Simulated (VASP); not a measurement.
Sb, 2 atoms in the cell. The typed cell holds 2 atoms: a = 3.060 Å, b = 4.327 Å, c = 6.134 Å, α = 89.98°, β = 90.00°, γ = 135.03°.  This cell differs from its parent crystal: all atoms moved at random, sigma 0.1 Å a component, cell strained at random, sigma 0.1, then relaxed in part.

```yaml
Program: VASP 6.6.1
Task: single point
Functional: PBEsol
Potentials_or_basis: VASP PAW PBE potentials, release 64 (Sb)
Cutoff: 520 eV
k_mesh: 12 × 12 × 6
Occupations: gaussian, width 0.15 eV
Spin: no spin polarisation
Dipole_correction: no
Further_INCAR_settings: ALGO = Normal; EDIFF = 1e-07; NBANDS = 12
```

Potentials or basis: VASP PAW PBE potentials, release 64 (Sb).

The run is started by

```console
$ cat potpaw_PBE.64/Sb/POTCAR > POTCAR
$ mpirun -np 1 vasp_std > vasp.out
```

Hardware: 1 thread of Intel(R) Xeon(R) Platinum 8259CL CPU @ 2.50GHz (Skylake/Cascade Lake), on a shared host.

Task: Estimate the wall time of this run.

Result: Wall time 110 s on 1 thread of Intel(R) Xeon(R) Platinum 8259CL CPU @ 2.50GHz (Skylake/Cascade Lake), on a shared host, peak memory 0.38 GiB. Counts: scf iterations 10, k points 436.
